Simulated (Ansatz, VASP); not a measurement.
Two plane-wave programs on Nb

File INCAR:

```
SYSTEM = Nb
ALGO = Normal
EDIFF = 1E-6
ENCUT = 520
GGA = PE
ISIF = 2
ISMEAR = 0
LASPH = .TRUE.
LCHARG = .FALSE.
LREAL = .FALSE.
LWAVE = .FALSE.
NBANDS = 12
NELM = 80
PREC = Accurate
SIGMA = 0.1
```

File KPOINTS:

```
k-points
0
G
  18 18 18
  0 0 0
```

Contents of POSCAR:

```
Nb
1.0
   -1.6388340490      1.6388340490      1.6388340490
    1.6388340490     -1.6388340490      1.6388340490
    1.6388340490      1.6388340490     -1.6388340490
Nb
1
Direct
    0.0000000000      0.0000000000      0.0000000000
```

Input for Ansatz:

```yaml
crystal:
  lattice:
    - [-1.638834049, 1.638834049, 1.638834049]
    - [1.638834049, -1.638834049, 1.638834049]
    - [1.638834049, 1.638834049, -1.638834049]
  atoms:
    - { symbol: Nb, position: [0.0, 0.0, 0.0] }
basis:
  ecutwfc: 420
kpoints:
  mp_grid: { grid: [18, 18, 18] }
hamiltonian:
  xc: pbe
scf:
  occupations: { method: gaussian, width: 0.1 }
output:
  forces: true
  stress: true
  eigenvalues: true
```

Alike in both runs: task single point; functional PBE; k mesh 18 × 18 × 18; occupations gaussian, width 0.1 eV; no spin polarisation.

```csv
,VASP,Ansatz
version,VASP 6.6.1,Ansatz 0.2.0
potentials or method,"VASP PAW PBE potentials, release 64 (Nb_sv), cutoff 520 eV","scalar-relativistic, plane waves, PAW"
valence electrons in the cell,13,13
```

|  | VASP | Ansatz | Ansatz less VASP |
| --- | --- | --- | --- |
| gap on the k mesh at the Fermi level (eV) | none | none | - |
| pressure (GPa) | 5.1 | 5.4 | +0.33 |

A gap of «none» marks a metal or a gap that the smearing closes.
